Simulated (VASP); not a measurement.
## Al2InN3: relaxation of cell and atoms with PBE

Al2InN3:

```
Al In N
1.0
     4.88002   -2.80552    0.00000
     4.88002    2.80552    0.00000
     0.00000    0.00000    5.19946
Al In N
4 2 6
Cartesian
  1.6760 0.9156 5.1559
  8.0840 0.9156 5.1559
  8.0840 -0.9156 2.5562
  1.6760 -0.9156 2.5562
  4.8800 0.9992 5.1287
  4.8800 -0.9992 2.5289
  1.8084 0.8321 1.8500
  7.9517 0.8321 1.8500
  7.9517 -0.8321 4.4497
  1.8084 -0.8321 4.4497
  4.8800 1.1329 2.1149
  4.8800 -1.1329 4.7147
```

```yaml
Program: VASP 6.6.1
Task: relaxation of cell and atoms
Functional: PBE
Potentials_or_basis: VASP PAW PBE potentials, release 64 (Al, In_d, N)
Cutoff: 600 eV
k_mesh: 6 × 6 × 6
Occupations: gaussian, width 0.02 eV
Spin: no spin polarisation
Dipole_correction: no
Further_INCAR_settings: ALGO = Normal; EDIFF = 1e-06; IBRION = 2; EDIFFG = -0.005; NSW = 100; ISIF = 3
```

| Quantity | Value |
| --- | --- |
| Relaxed volume | 12.15 Å³/atom |
| Relaxed cell | a = 5.671 Å, b = 5.671 Å, c = 5.247 Å, α = 90.00°, β = 90.00°, γ = 59.80° |
| Space group after relaxing (to 0.1 Å) | Cmc2_1 (No. 36) |
| Energy gained by relaxing | 3.7 meV/atom |
| Ionic steps | 9 |
| Pressure after relaxing | 0.0 GPa |
| Largest force after relaxing | 0.003 eV/Å |
| Band gap on the k mesh | 2.16 eV |

Forces on the atoms (eV/Å):
```
Al   0.002 -0.001  0.000
Al  -0.002 -0.001  0.000
Al  -0.002  0.001  0.000
Al   0.002  0.001  0.000
In   0.000  0.000  0.003
In   0.000  0.000  0.003
N   -0.002  0.001 -0.001
N    0.002  0.001 -0.001
N    0.002 -0.001 -0.001
N   -0.002 -0.001 -0.001
N    0.000 -0.001 -0.001
N    0.000  0.001 -0.001
```

Step by step:
```csv
step,energy change (eV),largest force (eV/Å),pressure (GPa),volume (Å³)
1,0.0000,0.0196,4.24,142.37
2,-0.0107,0.0384,-3.41,148.93
3,-0.0446,0.0194,-0.01,145.82
4,-0.0446,0.0191,0.08,145.75
5,-0.0447,0.0138,0.07,145.75
6,-0.0447,0.0116,0.07,145.76
7,-0.0448,0.0062,-0.07,145.89
8,-0.0448,0.0055,-0.01,145.84
9,-0.0448,0.0031,-0.01,145.84
```

Final structure:
```yaml
crystal:
  lattice:
    - [4.91607, -2.82700, 0.00000]
    - [4.91607, 2.82700, 0.00000]
    - [0.00000, 0.00000, 5.24703]
  atoms:
    - { symbol: Al, position: [0.00846, 0.33490, 0.99177] }
    - { symbol: Al, position: [0.66510, 0.99154, 0.99177] }
    - { symbol: Al, position: [0.99154, 0.66510, 0.49177] }
    - { symbol: Al, position: [0.33490, 0.00846, 0.49177] }
    - { symbol: In, position: [0.32197, 0.67803, 0.98676] }
    - { symbol: In, position: [0.67803, 0.32197, 0.48676] }
    - { symbol: N, position: [0.03710, 0.33362, 0.35563] }
    - { symbol: N, position: [0.66638, 0.96290, 0.35563] }
    - { symbol: N, position: [0.96290, 0.66638, 0.85563] }
    - { symbol: N, position: [0.33362, 0.03710, 0.85563] }
    - { symbol: N, position: [0.29796, 0.70204, 0.40643] }
    - { symbol: N, position: [0.70204, 0.29796, 0.90643] }
```

Levels at points of the mesh, in eV from the valence-band top:
```tsv
k point	band 32	band 33	band 34	band 35	band 36	band 37
(0.00, 0.00, 0.00)	-0.06	-0.05	0.00	2.16	4.38	5.23
(0.50, 0.00, 0.00)	-0.58	-0.58	-0.27	4.22	4.47	5.72
(0.50, 0.50, 0.00)	-0.52	-0.48	-0.33	3.98	4.71	5.38
(0.00, 0.00, 0.50)	-0.38	-0.13	-0.13	4.25	4.25	6.70
(0.50, 0.00, 0.50)	-0.89	-0.50	-0.50	4.46	4.46	5.53
(0.50, 0.50, 0.50)	-0.88	-0.61	-0.61	4.61	4.61	5.54
```

Run time: 45 min on 1 thread of Oxide Virtual Turin-like Processor (shared host), peak memory 0.49 GiB.

Caveat: spin-orbit coupling is left out, which moves the levels of the heavy elements. A k mesh can miss the band edges.
